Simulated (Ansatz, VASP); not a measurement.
# H in VASP and in Ansatz

File POSCAR:

```
H
1.0
    1.6485318600     -2.7316882300      0.0000000000
    1.6485318600      2.7316882300      0.0000000000
    0.0000000000      0.0000000000      6.3137686200
H
4
Direct
    0.5861121993      0.4138878007      0.9678381478
    0.4321915000      0.5678085000      0.0004850500
    0.4321915000      0.5678085000      0.4995149500
    0.5678085000      0.4321915000      0.5004850500
```

The input INCAR.step1:

```
SYSTEM = H
PREC     = Accurate       ! precision mode
ENCUT    = 520            ! plane-wave cutoff, eV
ISMEAR   = 0              ! smearing method
SIGMA    = 0.05           ! smearing width, eV
LREAL    = .False.        ! projectors in reciprocal space
LASPH    = .True.         ! aspherical terms in the spheres
NELM     = 80             ! most SCF steps
NBANDS   = 10             ! bands
GGA      = PE             ! functional
ALGO     = Normal         ! electronic algorithm
EDIFF    = 1E-4           ! SCF threshold, eV
LWAVE    = .True.         ! write WAVECAR
LCHARG   = .False.        ! write CHGCAR
```

Contents of INCAR.step2:

```
SYSTEM = H
PREC     = Accurate       ! precision mode
ENCUT    = 520            ! plane-wave cutoff, eV
EDIFF    = 1E-6           ! SCF threshold, eV
ISMEAR   = 0              ! smearing method
SIGMA    = 0.05           ! smearing width, eV
LREAL    = .False.        ! projectors in reciprocal space
LASPH    = .True.         ! aspherical terms in the spheres
NELM     = 80             ! most SCF steps
ALGO     = Normal         ! electronic algorithm
ISIF     = 2              ! what is computed and relaxed
LWAVE    = .False.        ! write WAVECAR
LCHARG   = .False.        ! write CHGCAR
METAGGA  = R2SCAN         ! meta-GGA
LMIXTAU  = .True.       
NBANDS   = 10             ! bands
ISTART   = 1
```

The input KPOINTS:

```
regular mesh
0
Gamma
  10 10 6
  0 0 0
```

Input for Ansatz:

```yaml
crystal:
  lattice:
    - [1.64853186, -2.73168823, 0.0]
    - [1.64853186, 2.73168823, 0.0]
    - [0.0, 0.0, 6.31376862]
  atoms:
    - { symbol: H, position: [0.5861121993, 0.4138878007, 0.9678381478] }
    - { symbol: H, position: [0.4321915, 0.5678085, 0.00048505] }
    - { symbol: H, position: [0.4321915, 0.5678085, 0.49951495] }
    - { symbol: H, position: [0.5678085, 0.4321915, 0.50048505] }
basis:
  ecutwfc: 500
kpoints:
  mp_grid: { grid: [10, 10, 6] }
hamiltonian:
  xc: r2scan
scf:
  occupations: { method: gaussian, width: 0.05 }
output:
  forces: true
  stress: true
  eigenvalues: true
  write_density: true
  write_potential: true
  elf: true
  volumetric_format: npy
```

Alike in both runs: task single point; functional r2SCAN; k mesh 10 × 10 × 6; occupations gaussian, width 0.05 eV; no spin polarisation.

|  | VASP | Ansatz |
| --- | --- | --- |
| version | VASP 6.6.1 | Ansatz 0.2.0 |
| potentials or method | VASP PAW PBE potentials, release 64 (H), cutoff 520 eV | scalar-relativistic, plane waves, PAW |
| valence electrons in the cell | 4 | 4 |

|  | VASP | Ansatz | Ansatz less VASP |
| --- | --- | --- | --- |
| gap on the k mesh at the Fermi level (eV) | 7.97 | 7.97 | -0.010 |
| least direct gap on the mesh (eV) | 7.98 | 7.97 | -0.010 |
| pressure (GPa) | -2.4 | -2.3 | +0.14 |
| traceless stress, the component that is largest in VASP (GPa) | -4.62 | -4.65 | -0.036 |
| rms of the force components (eV/Å) | 1.260 | 1.269 | +0.0092 |

VASP's potentials were made for PBE, not for r2SCAN. Atom by atom the forces differ by 0.009 eV/Å (rms over components).
